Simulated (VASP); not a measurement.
Input of a VASP 6.6.1 run:

File INCAR:

```
  PREC = Accurate
  ENCUT = 520
  EDIFF = 1E-6
  ISMEAR = 0
  SIGMA = 0.1
  LREAL = False
  LASPH = True
  NELM = 60
  ALGO = Normal
  ISIF = 2
  LWAVE = False
  LCHARG = False
  GGA = PE
  NBANDS = 36
```

The input KPOINTS:

```
regular mesh
0
Gamma
  10 10 4
```

The input POSCAR:

```
Ta3P4
1.0
    3.5556940358      0.0000000000      0.0000000000
    0.0000000000      3.5556940358      0.0000000000
    0.0000000000      0.0000000000      9.8485610303
Ta P
3 4
Direct
    0.0000000000      0.0000000000      0.7566750060
    0.5000000000      0.5000000000      0.5000000000
    0.0000000000      0.0000000000      0.2433249940
    0.0000000000      0.0000000000      0.5000000000
    0.5000000000      0.5000000000      0.2321371309
    0.0000000000      0.0000000000      0.0000000000
    0.5000000000      0.5000000000      0.7678628691
```

Potentials or basis: VASP PAW PBE potentials, release 64 (Ta_pv, P).

Command:

```sh
$ cat potpaw_PBE.64/Ta_pv/POTCAR potpaw_PBE.64/P/POTCAR > POTCAR
$ mpirun -np 1 vasp_std > vasp.out
```

(1) Predict the pressure.

(2) What does it give for the largest force?

(3) What does it give for the band gap on the k mesh?

## Answers

(1) 0.1 GPa.

(2) 0.011 eV/Å.

(3) zero (an odd number of electrons rules out a gap without spin polarisation).

Caveat: the cell differs from its parent crystal (atoms taken out); spin-orbit coupling is left out, which moves the levels of the heavy elements.
